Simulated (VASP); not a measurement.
A run of VASP 6.6.1:

File INCAR:

```
SYSTEM = AlCu3
PREC = Accurate
ENCUT = 520
EDIFF = 1E-6
ISMEAR = 0
SIGMA = 0.1
LREAL = .FALSE.
LASPH = .TRUE.
NELM = 100
ALGO = Fast
ISIF = 2
LWAVE = .FALSE.
LCHARG = .FALSE.
NBANDS = 26
```

The input KPOINTS:

```
Automatic mesh
0
G
  12 12 12
  0 0 0
```

The input POSCAR:

```
AlCu3
1.0
    0.0000000000      2.8493776190      2.8493776190
    2.8493776190      0.0000000000      2.8493776190
    2.8493776190      2.8493776190      0.0000000000
Al Cu
1 3
Direct
    0.0000000000      0.0000000000      0.0000000000
    0.5000000000      0.5000000000      0.5000000000
    0.2500000000      0.2500000000      0.2500000000
    0.7500000000      0.7500000000      0.7500000000
```

Potentials or basis: VASP PAW LDA potentials, release 64 (Al, Cu).

Run with:

```bash
$ cat potpaw_LDA.64/Al/POTCAR potpaw_LDA.64/Cu/POTCAR > POTCAR
$ mpirun -np 1 vasp_std > vasp.out
```

Hardware: 1 thread of Intel(R) Xeon(R) Platinum 8259CL CPU @ 2.50GHz (Skylake/Cascade Lake) (shared host).

**Question.** How long does it take, and how much memory?

**Answer.** Run time: 110 s on 1 thread of Intel(R) Xeon(R) Platinum 8259CL CPU @ 2.50GHz (Skylake/Cascade Lake), on a shared host, peak memory 0.19 GiB. Counts: scf iterations 16, k points 72.
